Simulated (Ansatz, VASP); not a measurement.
MnO in VASP and in Ansatz

INCAR

```
ALGO     = Normal         # electronic algorithm
EDIFF    = 1E-6           # SCF threshold, eV
ENCUT    = 600            # plane-wave cutoff, eV
GGA      = PE             # functional
GGA_COMPAT= F            
ISIF     = 2              # what is computed and relaxed
ISMEAR   = -1             # smearing method
ISPIN    = 2              # spin polarisation
LASPH    = T              # aspherical terms in the spheres
LCHARG   = F              # write CHGCAR
LMAXMIX  = 4              # l up to which the mixer works
LORBIT   = 11             # projections on sites
LREAL    = F              # projectors in reciprocal space
LWAVE    = F              # write WAVECAR
MAGMOM   = 5 0            # initial moments
NBANDS   = 20             # bands
NELM     = 200            # most SCF steps
PREC     = Accurate       # precision mode
SIGMA    = 0.15           # smearing width, eV
```

Contents of KPOINTS:

```
k-points
0
Gamma
  3 3 3
```

Contents of POSCAR:

```
MnO
1.0
    0.0000000000      2.1750000000      2.1750000000
    2.1750000000      0.0000000000      2.1750000000
    2.1750000000      2.1750000000      0.0000000000
Mn O
1 1
Direct
    0.0000000000      0.0000000000      0.0000000000
    0.4252873563      0.4252873563     -0.4252873563
```

Input for Ansatz:

```yaml
crystal:
  atoms:
  - position: [0.0, 0.0, 0.0]
    spin: 5
    symbol: Mn
  - position: [0.4252873563218391, 0.4252873563218391, -0.4252873563218391]
    symbol: O
  lattice:
  - [0.0, 2.175, 2.175]
  - [2.175, 0.0, 2.175]
  - [2.175, 2.175, 0.0]
hamiltonian:
  dispersion: none
  pseudopotentials:
    kind: all_electron
    lapw: {}
    relativity: none
  xc: pbe
kpoints:
  mp_grid:
    grid: [3, 3, 3]
    shift: [0, 0, 0]
magnetization: {spin_polarized: true}
output: {forces: true, stress: true}
scf:
  occupations: {method: fermi_dirac, width: 0.15}
```

Alike in both runs: task single point; functional PBE; k mesh 3 × 3 × 3; occupations fermi-dirac, width 0.15 eV; collinear spin.

|  | VASP | Ansatz |
| --- | --- | --- |
| version | VASP 6.6.1 | Ansatz 0.2 development build |
| potentials or method | VASP PAW PBE potentials, release 64 (Mn_pv, O), cutoff 600 eV | all-electron full-potential LAPW, non-relativistic |

|  | VASP | Ansatz | Ansatz less VASP |
| --- | --- | --- | --- |
| pressure (GPa) | 19.7 | 20.2 | +0.53 |
| traceless stress, the component that is largest in VASP (GPa) | 17.45 | 17.28 | -0.169 |
| rms of the force components (eV/Å) | 1.565 | 1.561 | -0.0042 |
| net moment per atom (μB) | 2.30 | 2.30 | +0.003 |
| size of the moment on the site where the two differ most (μB) | 4.13 | 3.88 | -0.249 |

Site moments also hang on the region over which each program counts them. Atom by atom the forces differ by 0.004 eV/Å (rms over components). Ansatz ran all-electron here, and VASP with PAW potentials.

The k mesh is coarse, so the values compare programs but aren't converged.
